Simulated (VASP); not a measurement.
# Mg (P6_3/mmc) in VASP: a series of runs

The runs below take Mg through single point, relaxation of cell and atoms, with PBEsol.

Program: VASP 6.6.1. These are calculated values, not measurements. Logs are shortened: lines on timing, memory, paths and dates and some standing lists are left out, and cuts for length are marked.

## (1) The cell of the first run

Symmetry: P6_3/mmc, No. 194, hexagonal system. The conventional cell has a = 3.170 Å, b = 3.170 Å, c = 5.165 Å, α = 90.00°, β = 90.00°, γ = 120.00°. Mg (site symmetry -6m2) has 12 Mg at 3.17 Å within 4.2 Å.

## (2) Single point, PBEsol

Input file INCAR:

```
PREC = Accurate ; ENCUT = 520
EDIFF = 1E-6 ; ISMEAR = 0
SIGMA = 0.1 ; LREAL = False
LASPH = True ; NELM = 100
ALGO = Normal ; ISIF = 2
LWAVE = False ; LCHARG = True
GGA = PS ; LELF = True
LVHAR = True ; NBANDS = 9
```

Input file KPOINTS:

```
Automatic mesh
0
Gamma
  9 9 5
```

Input file POSCAR:

```
Mg
1.0
    3.1701722512      0.0000000000      0.0000000000
   -1.5850861256      2.7454497039      0.0000000000
    0.0000000000      0.0000000000      5.1647064103
Mg
2
Direct
    0.3333333333      0.6666666667      0.2500000000
    0.6666666667      0.3333333333      0.7500000000
```

Potentials or basis: VASP PAW PBE potentials, release 64 (Mg).

On the command line:

```bash
$ cat potpaw_PBE.64/Mg/POTCAR > POTCAR
$ mpirun -np 1 vasp_std > vasp.out
```

OUTCAR:

```text
PREC = Accurate
   ENCUT = 520
   EDIFF = 1E-6
   ISMEAR = 0
   LREAL = False
   LASPH = True
   NELM = 100
   ISIF = 2
   GGA = PS

 ion  position               nearest neighbor table
   1  0.333  0.667  0.250-   2 3.17   2 3.17   2 3.17   2 3.17   2 3.17   2 3.17
   2  0.667  0.333  0.750-   1 3.17   1 3.17   1 3.17   1 3.17   1 3.17   1 3.17

  LATTYP: Found a hexagonal cell.
 ALAT       =     3.1701722512
 C/A-ratio  =     1.6291563994

  Lattice vectors:

 A1 = (   3.1701722512,   0.0000000000,   0.0000000000)
 A2 = (  -1.5850861256,   2.7454497039,   0.0000000000)
 A3 = (   0.0000000000,   0.0000000000,   5.1647064103)

Analysis of symmetry for initial positions (statically):
=====================================================================
 Subroutine PRICEL returns:
 Original cell was already a primitive cell.

 Routine SETGRP: Setting up the symmetry group for a
 hexagonal supercell.

 Subroutine GETGRP returns: Found 24 space group operations
 (whereof 12 operations were pure point group operations)
 out of a pool of 24 trial point group operations.

The static configuration has the point symmetry D_3d.
 The point group associated with its full space group is D_6h.

Analysis of symmetry for dynamics (positions and initial velocities):
=====================================================================
 Subroutine PRICEL returns:
 Original cell was already a primitive cell.

 Routine SETGRP: Setting up the symmetry group for a
 hexagonal supercell.

 Subroutine GETGRP returns: Found 24 space group operations
 (whereof 12 operations were pure point group operations)
 out of a pool of 24 trial point group operations.

The dynamic configuration has the point symmetry D_3d.
 The point group associated with its full space group is D_6h.

 Subroutine INISYM returns: Found 24 space group operations
 (whereof 12 operations are pure point group operations),
 and found     1 'primitive' translations

----------------------------------------------------------------------------------------

                                     Primitive cell

  volume of cell :      44.9513

  direct lattice vectors                    reciprocal lattice vectors
     3.170172251  0.000000000  0.000000000     0.315440273  0.182119526  0.000000000
    -1.585086126  2.745449704  0.000000000     0.000000000  0.364239053  0.000000000
     0.000000000  0.000000000  5.164706410     0.000000000  0.000000000  0.193621848

  length of vectors
     3.170172251  3.170172251  5.164706410     0.364239053  0.364239053  0.193621848

  position of ions in fractional coordinates (direct lattice)
     0.333333333  0.666666667  0.250000000
     0.666666667  0.333333333  0.750000000

  ion indices of the primitive-cell ions
   primitive index   ion index
                 1           1
                 2           2

----------------------------------------------------------------------------------------

 KPOINTS: Automatic mesh

Automatic generation of k-mesh.
 Grid dimensions read from file:
 generate k-points for:    9    9    5

 Generating k-lattice:

  Cartesian coordinates                     Fractional coordinates (reciprocal lattice)
     0.035048919  0.020235503  0.000000000     0.111111111  0.000000000  0.000000000
     0.000000000  0.040471006  0.000000000     0.000000000  0.111111111  0.000000000
     0.000000000  0.000000000  0.038724370     0.000000000  0.000000000  0.200000000

  Length of vectors
     0.040471006  0.040471006  0.038724370

  Shift w.r.t. Gamma in fractional coordinates (k-lattice)
     0.000000000  0.000000000  0.000000000

 Subroutine IBZKPT returns following result:
 ===========================================

 Found     36 irreducible k-points:

 Following reciprocal coordinates:
            Coordinates               Weight
  0.000000  0.000000  0.000000      1.000000
  0.111111  0.000000  0.000000      6.000000
  0.222222 -0.000000  0.000000      6.000000
  0.333333  0.000000  0.000000      6.000000
  0.444444 -0.000000  0.000000      6.000000
  0.111111  0.111111  0.000000      6.000000
[... 16 lines left out ...]
  0.333333  0.222222  0.200000     24.000000
  0.333333  0.333333  0.200000      4.000000
 [... further k-points ...]
   k-points           NKPTS =     36   k-points in BZ     NKDIM =     36   number of bands    NBANDS=      9
   number of dos      NEDOS =    301   number of ions     NIONS =      2
   total plane-waves  NPLWV =  23040
   dimension x,y,z NGX =    24 NGY =   24 NGZ =   40
   dimension x,y,z NGXF=    48 NGYF=   48 NGZF=   80
   ions per type =               2
   NGX,Y,Z   is equivalent  to a cutoff of  12.59, 12.59, 12.88 a.u.
   NGXF,Y,Z  is equivalent  to a cutoff of  25.17, 25.17, 25.75 a.u.
 SYSTEM =  unknown system
   PREC   = accura    normal or accurate (medium, high low for compatibility)
   ISTART =      0    job   : 0-new  1-cont  2-samecut
   ICHARG =      2    charge: 1-file 2-atom 10-const
   ISPIN  =      1    spin polarized calculation?
   LNONCOLLINEAR =      F non collinear calculations
   LSORBIT =      F    spin-orbit coupling
   LASPH  =      T    aspherical Exc in radial PAW
   ENCUT  =  520.0 eV  38.22 Ry    6.18 a.u.   5.89  5.89  9.60*2*pi/ulx,y,z
   NELM   =    100;   NELMIN=  2; NELMDL= -5     # of ELM steps
   EDIFF  = 0.1E-05   stopping-criterion for ELM
   LREAL  =      F    real-space projection
   EDIFFG = 0.1E-04   stopping-criterion for IOM
   NSW    =      0    number of steps for IOM
   IBRION =     -1    ionic relax: 0-MD 1-quasi-New 2-CG
   NFREE  =      0    steps in history (QN), initial steepest desc. (CG)
   ISIF   =      2    stress and relaxation
   ISYM   =      2    0-nonsym 1-usesym 2-fastsym
   POTIM  = 0.5000    time-step for ionic-motion
   TEBEG  =    0.0;   TEEND  =   0.0 temperature during run
   PSTRESS=    0.0 pullay stress
   NELECT =       4.0000    total number of electrons
   NUPDOWN=      -1.0000    fix difference up-down
   EMIN   =  10.00;   EMAX   =-10.00  energy-range for DOS
   EFERMI =   0.00;   METHOD = LEGACY
   ISMEAR =     0;   SIGMA  =   0.10  broadening in eV -4-tet -1-fermi 0-gaus
   EFERMI_NEDOS =   21; number of points for ismear=-14 and -15
   IALGO  =     38    algorithm
   IMIX   =      4    mixing-type and parameters
     AMIX     =   0.40;   BMIX     =  1.00
     AMIX_MAG =   1.60;   BMIX_MAG =  1.00
  volume/ion in A,a.u.               =      22.48       151.67
  Fermi-wavevector in a.u.,A,eV,Ry     =   0.730882  1.381167  7.268083  0.534189
  Thomas-Fermi vector in A             =   1.822962
   LORBIT       =      0    0 simple, 1 ext, 2 COOP (PROOUT), +10 PAW based schemes
   GGA     = PS    functional components
   LHFCALC =     F    Hartree Fock is set to
   AEXX    =    0.0000 exact exchange contribution
   IVDW    =     0    specifies the selected vdW correction
   LEPSILON=     F    determine dielectric tensor
   LRPA    =     F    only Hartree local field effects (RPA)
 non-spin polarized calculation
 Gauss-broadening in eV      SIGMA  =   0.10
  energy-cutoff  :      520.00
  volume of cell :       44.95
 maximum number of plane-waves:      1224
 NGX is ok and might be reduce to    24
   NGX = 11   NGY = 11   NGZ = 19

 number of electron       4.0000000 magnetization

 Free energy of the ion-electron system (eV)
  ---------------------------------------------------
  ext. energy  EPLUGINS =         0.00000000
  ---------------------------------------------------
  free energy    TOTEN  =        -3.44392262 eV

  energy without entropy =       -3.44058620  energy(sigma->0) =       -3.44225441

 E-fermi :   2.6589     XC(G=0):  -8.6004

 val. band max:        2.6564433445   @ k =   0.4444  -0.0000   0.4000
 cond. band min:       2.7561275817   @ k =   0.4444   0.1111   0.4000
 fundamental gap:      0.0996842372
 Fermi energy:         2.6588865052

 k-point     1 :       0.0000    0.0000    0.0000
  band No.  band energies     occupation
      1      -4.3181      2.00000
      2       0.9646      2.00000
      3       1.4329      2.00000
      4      13.7880      0.00000
      5      13.7880      0.00000
      6      13.9574      0.00000
      7      13.9574      0.00000
      8      14.6229      0.00000
      9      16.3739      0.00000

 k-point     2 :       0.1111    0.0000    0.0000
  band No.  band energies     occupation
      1      -4.0712      2.00000
      2       1.1898      2.00000
      3       1.6720      2.00000
      4      10.6389      0.00000
      5      12.2306      0.00000
      6      12.9991      0.00000
      7      15.3789      0.00000
      8      15.4589      0.00000
      9      15.7900      0.00000

 k-point     3 :       0.2222   -0.0000    0.0000
  band No.  band energies     occupation
      1      -3.3345      2.00000
      2       1.8662      2.00000
      3       2.3691      1.99996
      4       7.3449      0.00000
      5      10.9979      0.00000
      6      11.2674      0.00000
      7      12.0825      0.00000
      8      13.5883      0.00000
      9      15.5140      0.00000

 k-point     4 :       0.3333    0.0000    0.0000
  band No.  band energies     occupation
      1      -2.1196      2.00000
      2       2.9954      0.00000
      3       3.2757      0.00000
      4       4.6523      0.00000
      5       9.1419      0.00000
      6       9.3081      0.00000
      7      10.1778      0.00000
      8      11.9808      0.00000
      9      14.5799      0.00000

 k-point     5 :       0.4444   -0.0000    0.0000
  band No.  band energies     occupation
      1      -0.4471      2.00000
      2       1.6367      2.00000
      3       4.5744      0.00000
      4       5.3090      0.00000
      5       6.6477      0.00000
      6       7.2348      0.00000
      7       9.7688      0.00000
      8      11.2549      0.00000
      9      14.1075      0.00000

 k-point     6 :       0.1111    0.1111    0.0000
  band No.  band energies     occupation
      1      -3.5794      2.00000
      2       1.6407      2.00000
      3       2.1413      2.00000
      4       8.9224      0.00000
      5       9.3044      0.00000
      6      13.5572      0.00000
      7      13.8674      0.00000
      8      14.2837      0.00000
      9      14.4590      0.00000
[... 169 lines left out ...]
 k-point    21 :       0.4444    0.1111    0.2000
  band No.  band energies     occupation
      1       0.9075      2.00000
      2       0.9568      2.00000
      3       4.1613      0.00000
      4       4.1695      0.00000
      5       7.0181      0.00000
      6       8.2348      0.00000
      7       9.1608      0.00000
      8      10.5758      0.00000
      9      13.7096      0.00000

 k-point    22 :       0.2222    0.2222    0.2000
  band No.  band energies     occupation
      1      -1.1796      2.00000
      2       2.0083      2.00000
      3       5.0286      0.00000
      4       5.0305      0.00000
      5       6.6044      0.00000
      6       8.4224      0.00000
      7       8.5960      0.00000
      8      12.5122      0.00000
      9      12.8369      0.00000

 k-point    23 :       0.3333    0.2222    0.2000
  band No.  band energies     occupation
      1       0.4723      2.00000
      2       2.4788      1.98914
      3       3.6757      0.00000
      4       4.6823      0.00000
      5       5.9077      0.00000
      6       7.6291      0.00000
      7       8.5648      0.00000
      8      10.3224      0.00000
      9      12.2925      0.00000

 k-point    24 :       0.3333    0.3333    0.2000
  band No.  band energies     occupation
      1       2.2689      2.00000
      2       2.3158      2.00000
      3       2.3158      2.00000
      4       5.3978      0.00000
      5       5.7706      0.00000
      6       5.7706      0.00000
      7       9.6340      0.00000
      8      10.3105      0.00000
      9      10.3105      0.00000

 [... further k-points ...]
[... 5 lines left out ...]
  --------------------------------------------------------------------------------------
  -------------------------------------------------------------------------------------
  Total       -0.0064081     -0.0064081     -0.0157197      0.0000000     -0.0000000      0.0000000
  in kB       -0.2283998     -0.2283998     -0.5602894      0.0000000     -0.0000000      0.0000000
  external PRESSURE =      -0.3390297 kB  Pullay stress =       0.0000000 kB

 VOLUME and BASIS-vectors are now :
 -----------------------------------------------------------------------------
  energy-cutoff  :      520.00
  volume of cell :       44.95
      direct lattice vectors                 reciprocal lattice vectors
     3.170172251  0.000000000  0.000000000     0.315440273  0.182119526  0.000000000
    -1.585086126  2.745449704  0.000000000     0.000000000  0.364239053  0.000000000
     0.000000000  0.000000000  5.164706410     0.000000000  0.000000000  0.193621848

 POSITION                                       TOTAL-FORCE (eV/Angst)
 -----------------------------------------------------------------------------------
     -0.00000      1.83030      1.29118        -0.000000      0.000000      0.000000
      1.58509      0.91515      3.87353         0.000000     -0.000000      0.000000
 -----------------------------------------------------------------------------------
    total drift:                               -0.000000      0.000000     -0.000000

  FREE ENERGIE OF THE ION-ELECTRON SYSTEM (eV)
  ---------------------------------------------------
  free  energy   TOTEN  =        -3.4439226208 eV

  energy  without entropy=       -3.4405862040  energy(sigma->0) =       -3.44225441
```

Wall time 14 s (1 thread of AMD EPYC 7R43 (Zen 3), shared host); peak memory 0.12 GiB.

What came out:

| Quantity | Value |
| --- | --- |
| Free energy | -3.4439 eV |
| Pressure | 0.0 GPa |
| Band gap on the k mesh | zero (band 2 reaches 3.67 eV, above the bottom of band 3 at 1.43 eV) |

Caveat: the PAW data sets were made with another functional, which shifts forces and pressure a little.

## (3) Relaxation of cell and atoms, PBEsol

This run uses another cell than the first one, of 23.24 Å³/atom, 1.034 times its volume.

Input file INCAR:

```
SYSTEM = Mg
ALGO = Normal ; EDIFF = 1E-6
EDIFFG = -0.01 ; ENCUT = 600
GGA = PS ; IBRION = 2
ISIF = 3 ; ISMEAR = 0
LASPH = .True. ; LCHARG = .False.
LREAL = .False. ; LWAVE = .False.
NELM = 60 ; NSW = 80
PREC = Accurate ; SIGMA = 0.1
```

Input file KPOINTS:

```
k-points
0
Gamma
  9 9 5
  0 0 0
```

Input file POSCAR:

```
Mg
1.0
    3.2093000000      0.0000000000      0.0000000000
   -1.6046500000      2.7793353284      0.0000000000
    0.0000000000      0.0000000000      5.2103000000
Mg
2
Direct
    0.3333333333      0.6666666667      0.2500000000
    0.6666666667      0.3333333333      0.7500000000
```

Potentials or basis: VASP PAW PBE potentials, release 64 (Mg).

On the command line:

```bash
$ cat potpaw_PBE.64/Mg/POTCAR > POTCAR
$ mpirun -np 1 vasp_std > vasp.out
```

Run time: 42 s. Hardware: 1 thread of AMD EPYC 7R43 (Zen 3), shared host; peak memory 0.15 GiB.

It converged, with:

```
Free energy                            : -3.4441 eV
Relaxed volume                         : 22.44 Å³/atom
Relaxed cell                           : a = 3.169 Å, b = 3.169 Å, c = 5.160 Å, α = 90.00°, β = 90.00°, γ = 120.00°
Space group after relaxing (to 0.05 Å) : P6_3/mmc (No. 194)
Energy gained by relaxing              : 3.1 meV/atom
Ionic steps                            : 5
Pressure after relaxing                : 0.0 GPa
Band gap on the k mesh                 : zero (band 2 reaches 3.68 eV, above the bottom of band 3 at 1.45 eV)
```

Step by step:
```csv
step,energy change (eV),largest force (eV/Å),pressure (GPa),volume (Å³)
1,0.0000,0.0000,-1.21,46.47
2,-0.0057,0.0000,-0.32,45.30
3,-0.0061,0.0000,0.00,44.91
4,-0.0061,0.0000,0.03,44.88
5,-0.0061,0.0000,0.02,44.88
```

Final structure:
```
CELL_PARAMETERS angstrom
3.16933 0.00000 0.00000
-1.58466 2.74472 0.00000
0.00000 0.00000 5.15956
ATOMIC_POSITIONS crystal
Mg 0.33333 0.66667 0.25000
Mg 0.66667 0.33333 0.75000
```

Levels at points of the mesh, in eV from the Fermi level:
| k point | band 1 | band 2 | band 3 | band 4 | band 5 | band 6 |
| --- | --- | --- | --- | --- | --- | --- |
| (0.00, 0.00, 0.00) | -6.98 | -1.69 | -1.22 | 11.13 | 11.13 | 11.30 |

Caveat: the PAW data sets were made with another functional, which shifts forces and pressure a little.
